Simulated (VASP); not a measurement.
Here is a VASP 6.6.1 calculation.

File INCAR:

```
PREC = Accurate
ENCUT = 400
EDIFF = 1E-6
ISMEAR = 0
SIGMA = 0.05
LREAL = False
LASPH = True
NELM = 120
ALGO = Normal
ISIF = 2
LWAVE = False
LCHARG = True
LDIPOL = True
IDIPOL = 3
DIPOL = 0.5 0.5 0.375
GGA = PE
IVDW = 12
LELF = True
LVHAR = True
LVACPOTAV = True
NBANDS = 38
GGA_COMPAT = False
NELMDL = -8
```

Contents of KPOINTS:

```
Automatic mesh
0
Gamma
  9 9 1
```

POSCAR

```
As
1.0
    3.5713380906      0.0000000000      0.0000000000
   -1.7856690453      3.0928695120      0.0000000000
    0.0000000000      0.0000000000     20.2952802043
As
4
Direct
    0.3333333333      0.6666666667      0.2905917062
    0.6666666667      0.3333333333      0.2217264287
    0.6666666667      0.3333333333      0.5289545203
    0.3333333333      0.6666666667      0.4600892428
```

Potentials or basis: VASP PAW PBE potentials, release 64 (As_d).

Command:

```sh
$ cat potpaw_PBE.64/As_d/POTCAR > POTCAR
$ mpirun -np 1 vasp_std > vasp.out
```

(1) Estimate the band gap on the k mesh.

(2) Estimate the largest force.

(3) Estimate the dispersion energy per atom.

Results:

(1) 0.94 eV (least direct gap 1.46 eV).

(2) 0.135 eV/Å.

(3) -0.266 eV.
